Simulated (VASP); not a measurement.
# As (P6_3/mmc) in VASP: a series of runs, part 2 of 2

VASP 6.6.1. Earlier steps stand in the parts before.

**3. Single point, PBE (17.07 Å³/atom)**

This run uses another cell than the first one, of 17.07 Å³/atom.

POSCAR

```
As
1.0
    2.8473252136      0.0000000000      0.0000000000
   -1.4236626068      2.4658559678      0.0000000000
    0.0000000000      0.0000000000      4.8624528621
As
2
Direct
    0.3333333333      0.6666666667      0.2500000000
    0.6666666667      0.3333333333      0.7500000000
```

INCAR.step1

```
SYSTEM = As
ALGO = Normal ; EDIFF = 1E-6
ENCUT = 520 ; GGA = PE
ISIF = 2 ; ISMEAR = -1
LASPH = .True. ; LCHARG = .True.
LREAL = .False. ; LWAVE = .False.
NBANDS = 12 ; NELM = 80
PREC = Accurate ; SIGMA = 0.1
```

KPOINTS.step1

```
k-points
0
Gamma
  16 16 9
  0 0 0
```

INCAR.step2

```
SYSTEM = As
ALGO = Normal ; EDIFF = 1E-6
ENCUT = 520 ; GGA = PE
ICHARG = 11 ; ISIF = 2
ISMEAR = -5 ; LASPH = .True.
LCHARG = .False. ; LORBIT = 10
LREAL = .False. ; LWAVE = .False.
NBANDS = 12 ; NEDOS = 2001
NELM = 80 ; PREC = Accurate
SIGMA = 0.1
```

KPOINTS.step2

```
k-points
0
Gamma
  24 24 14
  0 0 0
```

Potentials or basis: VASP PAW PBE potentials, release 64 (As).

Launch:

```bash
$ cat potpaw_PBE.64/As/POTCAR > POTCAR
$ cp INCAR.step1 INCAR
$ cp KPOINTS.step1 KPOINTS
$ mpirun -np 1 vasp_std > vasp.out
$ cp INCAR.step2 INCAR
$ cp KPOINTS.step2 KPOINTS
$ mpirun -np 1 vasp_std > vasp.out
```

OUTCAR:

```text
SYSTEM = As
   EDIFF = 1E-6
   ENCUT = 520
   GGA = PE
   ICHARG = 11
   ISIF = 2
   ISMEAR = -5
   LASPH = .True.
   LORBIT = 10
   LREAL = .False.
   NELM = 80
   PREC = Accurate

 ion  position               nearest neighbor table
   1  0.333  0.667  0.250-
   2  0.667  0.333  0.750-

  LATTYP: Found a hexagonal cell.
 ALAT       =     2.8473252136
 C/A-ratio  =     1.7077265494

  Lattice vectors:

 A1 = (   2.8473252136,   0.0000000000,   0.0000000000)
 A2 = (  -1.4236626068,   2.4658559678,   0.0000000000)
 A3 = (   0.0000000000,   0.0000000000,   4.8624528621)

Analysis of symmetry for initial positions (statically):
=====================================================================
 Subroutine PRICEL returns:
 Original cell was already a primitive cell.

 Routine SETGRP: Setting up the symmetry group for a
 hexagonal supercell.

 Subroutine GETGRP returns: Found 24 space group operations
 (whereof 12 operations were pure point group operations)
 out of a pool of 24 trial point group operations.

The static configuration has the point symmetry D_3d.
 The point group associated with its full space group is D_6h.

Analysis of symmetry for dynamics (positions and initial velocities):
=====================================================================
 Subroutine PRICEL returns:
 Original cell was already a primitive cell.

 Routine SETGRP: Setting up the symmetry group for a
 hexagonal supercell.

 Subroutine GETGRP returns: Found 24 space group operations
 (whereof 12 operations were pure point group operations)
 out of a pool of 24 trial point group operations.

The dynamic configuration has the point symmetry D_3d.
 The point group associated with its full space group is D_6h.

 Subroutine INISYM returns: Found 24 space group operations
 (whereof 12 operations are pure point group operations),
 and found     1 'primitive' translations

----------------------------------------------------------------------------------------

                                     Primitive cell

  volume of cell :      34.1397

  direct lattice vectors                    reciprocal lattice vectors
     2.847325214  0.000000000  0.000000000     0.351206808  0.202769345  0.000000000
    -1.423662607  2.465855968  0.000000000     0.000000000  0.405538690  0.000000000
     0.000000000  0.000000000  4.862452862     0.000000000  0.000000000  0.205657521

  length of vectors
     2.847325214  2.847325214  4.862452862     0.405538690  0.405538690  0.205657521

  position of ions in fractional coordinates (direct lattice)
     0.333333333  0.666666667  0.250000000
     0.666666667  0.333333333  0.750000000

  ion indices of the primitive-cell ions
   primitive index   ion index
                 1           1
                 2           2

----------------------------------------------------------------------------------------

 KPOINTS: k-points

Automatic generation of k-mesh.
 Grid dimensions read from file:
 generate k-points for:   24   24   14

 Generating k-lattice:

  Cartesian coordinates                     Fractional coordinates (reciprocal lattice)
     0.014633617  0.008448723  0.000000000     0.041666667  0.000000000  0.000000000
     0.000000000  0.016897445  0.000000000     0.000000000  0.041666667  0.000000000
     0.000000000  0.000000000  0.014689823     0.000000000  0.000000000  0.071428571

[... 42 lines left out ...]
   total plane-waves  NPLWV =  20736
   dimension x,y,z NGX =    24 NGY =   24 NGZ =   36
   dimension x,y,z NGXF=    48 NGYF=   48 NGZF=   72
   ions per type =               2
   NGX,Y,Z   is equivalent  to a cutoff of  14.01, 14.01, 12.31 a.u.
   NGXF,Y,Z  is equivalent  to a cutoff of  28.03, 28.03, 24.62 a.u.
 SYSTEM =  As
   PREC   = accura    normal or accurate (medium, high low for compatibility)
   ISTART =      0    job   : 0-new  1-cont  2-samecut
   ICHARG =     11    charge: 1-file 2-atom 10-const
   ISPIN  =      1    spin polarized calculation?
   LNONCOLLINEAR =      F non collinear calculations
   LSORBIT =      F    spin-orbit coupling
   LASPH  =      T    aspherical Exc in radial PAW
   ENCUT  =  520.0 eV  38.22 Ry    6.18 a.u.   5.29  5.29  9.04*2*pi/ulx,y,z
   NELM   =     80;   NELMIN=  2; NELMDL=  0     # of ELM steps
   EDIFF  = 0.1E-05   stopping-criterion for ELM
   LREAL  =      F    real-space projection
   EDIFFG = 0.1E-04   stopping-criterion for IOM
   NSW    =      0    number of steps for IOM
   IBRION =     -1    ionic relax: 0-MD 1-quasi-New 2-CG
   NFREE  =      0    steps in history (QN), initial steepest desc. (CG)
   ISIF   =      2    stress and relaxation
   ISYM   =      2    0-nonsym 1-usesym 2-fastsym
   POTIM  = 0.5000    time-step for ionic-motion
   TEBEG  =    0.0;   TEEND  =   0.0 temperature during run
   PSTRESS=    0.0 pullay stress
   NELECT =      10.0000    total number of electrons
   NUPDOWN=      -1.0000    fix difference up-down
   EMIN   =  10.00;   EMAX   =-10.00  energy-range for DOS
   EFERMI =   0.00;   METHOD = LEGACY
   ISMEAR =    -5;   SIGMA  =   0.10  broadening in eV -4-tet -1-fermi 0-gaus
   EFERMI_NEDOS =   21; number of points for ismear=-14 and -15
   IALGO  =     38    algorithm
   IMIX   =      4    mixing-type and parameters
     AMIX     =   0.40;   BMIX     =  1.00
     AMIX_MAG =   1.60;   BMIX_MAG =  1.00
  volume/ion in A,a.u.               =      17.07       115.19
  Fermi-wavevector in a.u.,A,eV,Ry     =   1.087230  2.054567 16.083027  1.182069
  Thomas-Fermi vector in A             =   2.223385
   LORBIT       =     10    0 simple, 1 ext, 2 COOP (PROOUT), +10 PAW based schemes
   GGA     = PE    functional components
   LHFCALC =     F    Hartree Fock is set to
   AEXX    =    0.0000 exact exchange contribution
   IVDW    =     0    specifies the selected vdW correction
   LEPSILON=     F    determine dielectric tensor
   LRPA    =     F    only Hartree local field effects (RPA)
 non-spin polarized calculation
 Fermi weights with tetrahedron method with Bloechl corrections
  energy-cutoff  :      520.00
  volume of cell :       34.14
 maximum number of plane-waves:       938
 NGX is ok and might be reduce to    24

 number of electron      10.0000002 magnetization

 Free energy of the ion-electron system (eV)
  ---------------------------------------------------
  ext. energy  EPLUGINS =         0.00000000
  ---------------------------------------------------
  free energy    TOTEN  =        -8.17653986 eV

  energy without entropy =       -8.17653986  energy(sigma->0) =       -8.17653986

 E-fermi :   7.9080     XC(G=0): -11.2606

 val. band max:        8.0829462430   @ k =   0.2500   0.1250   0.5000
 cond. band min:       7.7735425058   @ k =   0.2917   0.2083   0.2857
 fundamental gap:     -0.3094037371
 Fermi energy:         7.9079736313

 k-point     1 :       0.0000    0.0000    0.0000
  band No.  band energies     occupation
      1      -8.3437      2.00000
      2      -3.7407      2.00000
      3       0.1544      2.00000
      4      13.0572      0.00000
      5      13.0572      0.00000
      6      13.7870      0.00000
      7      14.7549      0.00000
      8      14.7549      0.00000
      9      18.7560      0.00000
     10      19.3585      0.00000
     11      20.8969      0.00000
     12      20.8972      0.00000
[... 331 lines left out ...]
 k-point    24 :       0.4583    0.0417    0.0000
  band No.  band energies     occupation
      1      -3.3722      2.00000
      2      -1.6787      2.00000
      3       2.2030      2.00000
      4       3.7352      2.00000
      5       4.9547      2.00000
      6       7.5799      2.04218
      7       8.5367     -0.09717
      8      12.2173      0.00000
      9      14.0837      0.00000
     10      17.0301      0.00000
     11      19.1213      0.00000
     12      20.1777      0.00000

 [... further k-points ...]
[... 5 lines left out ...]
  --------------------------------------------------------------------------------------
  -------------------------------------------------------------------------------------
  Total        3.0028586      3.0028586      2.4889029      0.0000000      0.0000000      0.0000000
  in kB      140.9241016    140.9241016    116.8041725      0.0000000      0.0000000      0.0000000
  external PRESSURE =     132.8841252 kB  Pullay stress =       0.0000000 kB

 VOLUME and BASIS-vectors are now :
 -----------------------------------------------------------------------------
  energy-cutoff  :      520.00
  volume of cell :       34.14
      direct lattice vectors                 reciprocal lattice vectors
     2.847325214  0.000000000  0.000000000     0.351206808  0.202769345  0.000000000
    -1.423662607  2.465855968  0.000000000     0.000000000  0.405538690  0.000000000
     0.000000000  0.000000000  4.862452862     0.000000000  0.000000000  0.205657521

 POSITION                                       TOTAL-FORCE (eV/Angst)
 -----------------------------------------------------------------------------------
     -0.00000      1.64390      1.21561         0.000000      0.000000      0.000000
      1.42366      0.82195      3.64684        -0.000000     -0.000000      0.000000
 -----------------------------------------------------------------------------------
    total drift:                                0.000000     -0.000000      0.000000

  FREE ENERGIE OF THE ION-ELECTRON SYSTEM (eV)
  ---------------------------------------------------
  free  energy   TOTEN  =        -8.1765398649 eV

  energy  without entropy=       -8.1765398649  energy(sigma->0) =       -8.17653986

 total charge

# of ion       s       p       d       tot
------------------------------------------
    1        1.349   1.252   0.069   2.669
    2        1.349   1.252   0.069   2.669
--------------------------------------------------
tot          2.697   2.504   0.138   5.339
```

Run time: 1.7 min. Hardware: 1 thread of Intel Xeon 8259CL, shared host; peak memory 0.29 GiB.

Results:

```
Valence electrons inside the program's atomic spheres : As 2.67
```
